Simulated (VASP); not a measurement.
**Bi: single point with PBE**

Crystal: Bi.

```
Bi
1.0
     0.00000    2.56312    2.56312
     2.56312    0.00000    2.56312
     2.56312    2.56312    0.00000
Bi
1
Direct
  0.00000 0.00000 0.00000
```

This isn't the form of Bi at room conditions, which is rhombohedral.

* Program: VASP 6.6.1
* Task: single point
* Functional: PBE
* Potentials or basis: VASP PAW PBE potentials, release 64 (Bi_d)
* Cutoff: 520 eV
* k mesh: 37 × 37 × 37
* Occupations: fermi-dirac, width 0.0612256 eV
* Spin: no spin polarisation

| Quantity | Value |
| --- | --- |
| Pressure | -2.7 GPa |
| Band gap on the k mesh | zero (an odd number of electrons rules out a gap without spin polarisation) |

Levels at points of the mesh, in eV from the Fermi level:
```csv
k point,band 4,band 5,band 6,band 7,band 8,band 9,band 10,band 11
"(0.00, 0.00, 0.00)",-23.04,-23.04,-13.12,4.40,4.40,4.40,7.93,9.07
```

Wall time 6.4 min on 1 thread of Oxide Virtual Turin-like Processor, with other jobs on the host, peak memory 0.59 GiB.

Caveat: spin-orbit coupling is left out, which moves the levels of the heavy elements.
